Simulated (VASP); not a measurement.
Runs of VASP 6.6.1 on CoO. The structure is tetragonal, space group I4/mmm (No. 139). Conventional cell: a = 3.016 Å, b = 3.016 Å, c = 4.214 Å, α = 90.00°, β = 90.00°, γ = 90.00°. Co (site symmetry 4/mmm) has 6 O at 2.11 to 2.13 Å within 2.8 Å. O (site symmetry 4/mmm) has 6 Co at 2.11 to 2.13 Å within 2.8 Å. 

```tsv
level	potentials or basis	spin	fixed moment (μB)	k mesh	cutoff (eV)	grid for exact exchange (PRECFOCK)	share of exact exchange	screening parameter	pressure (GPa)	moment (μB)
PBEsol	VASP PAW PBE potentials, release 64 (Co_sv, O)	collinear, ferromagnetic start	2.5	10 × 10 × 10	700	-	-	-	-14.3	2.50
PBE	VASP PAW PBE potentials, release 64 (Co, O)	collinear, ferromagnetic start	3.0	10 × 10 × 10	520	-	-	-	0.4	3.00
PBEsol	VASP PAW PBE potentials, release 64 (Co_sv, O)	collinear, ferromagnetic start	1.0	10 × 10 × 10	700	-	-	-	-25.3	1.00
PBE	VASP PAW PBE potentials, release 64 (Co, O)	collinear, ferromagnetic start	0.5	10 × 10 × 10	520	-	-	-	-17.1	0.50
PBEsol	VASP PAW PBE potentials, release 64 (Co_sv, O)	collinear, ferromagnetic start	2.0	10 × 10 × 10	700	-	-	-	(c)	2.00
PBE	VASP PAW PBE potentials, release 64 (Co, O)	collinear, ferromagnetic start	2.5	10 × 10 × 10	520	-	-	-	-3.9	2.50
PBE	VASP PAW PBE potentials, release 64 (Co, O)	collinear, zero start	0.0	10 × 10 × 10	520	-	-	-	(a)	0.00
PBE	VASP PAW PBE potentials, release 64 (Co, O)	collinear, ferromagnetic start	1.0	10 × 10 × 10	520	-	-	-	-14.3	1.00
PBE	VASP PAW PBE potentials, release 64 (Co, O)	collinear, ferromagnetic start	4.0	10 × 10 × 10	520	-	-	-	(b)	4.00
PBE	VASP PAW PBE potentials, release 64 (Co, O)	collinear, ferromagnetic start	2.0	10 × 10 × 10	520	-	-	-	-7.9	2.00
PBE-based screened hybrid with 25 % exact exchange	VASP PAW PBE potentials, release 64 (Co, O)	collinear, ferromagnetic start	-	6 × 6 × 6	520	Normal	0.25	0.3 1/Å	-5.0	3.00
PBE	VASP PAW PBE potentials, release 64 (Co, O)	collinear, ferromagnetic start	1.5	10 × 10 × 10	520	-	-	-	-11.3	1.50
```

Alike in all rows: task single point; cell as given; smearing fermi-dirac 0.05 eV.

**Question.** Estimate the missing entries.

**Answer.** (a) -18.1; (b) 24.3; (c) -18.3.

Caveats: some runs use coarse meshes; a cell with one magnetic atom can't hold antiferromagnetic order, which such compounds often take (at least some runs); the total moment is fixed, so each spin has its own Fermi level and the state may be an excited one (at least some runs); the cell stands under tension (at least some runs); the PAW data sets were made with another functional, which shifts forces and pressure a little (at least some runs); the total moment is fixed, so each spin has its own Fermi level (at least some runs); the cell stands under pressure (at least some runs).

The runs don't all hold the same shells in valence.
